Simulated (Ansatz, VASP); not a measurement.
Zn4O: VASP beside Ansatz

```
CELL_PARAMETERS angstrom
3.44538 -3.55852 0.05181
3.44538 3.55852 0.05181
-0.04286 0.00000 2.88233
ATOMIC_POSITIONS crystal
Zn 0.69513 0.30487 0.00000
Zn 0.23694 0.23694 0.49997
Zn 0.76306 0.76306 0.50003
Zn 0.30487 0.69513 0.00000
O 0.00000 0.00000 0.00000
```

Change from the starting cell: species swapped into the VF4 type (C2/m, No. 12).

Alike in both runs: functional PBE; k mesh 8 × 8 × 10; occupations gaussian, width 0.1 eV; no spin polarisation.

Ansatz relaxed the structure, and its values are those at the end. VASP's run is a single point on that final structure, the one shown.

|  | VASP | Ansatz |
| --- | --- | --- |
| version | VASP 6.6.1 | Ansatz 0.2.0 |
| potentials or method | VASP PAW PBE potentials, release 64 (Zn, O), cutoff 520 eV | scalar-relativistic, plane waves, PAW |
| valence electrons in the cell | 54 | 54 |

Ansatz gave:

| Quantity | Value |
| --- | --- |
| gap on the k mesh at the Fermi level (eV) | none |
| pressure (GPa) | 0.0 |
| rms of the force components (eV/Å) | 0.000 |

Problem. What did VASP give for the same quantities?

Solution. gap on the k mesh at the Fermi level (eV): none; pressure (GPa): 0.4; rms of the force components (eV/Å): 0.012.

A gap of «none» marks a metal or a gap that the smearing closes. The functional is the same, so the differences come from potentials, cutoffs and numerics.
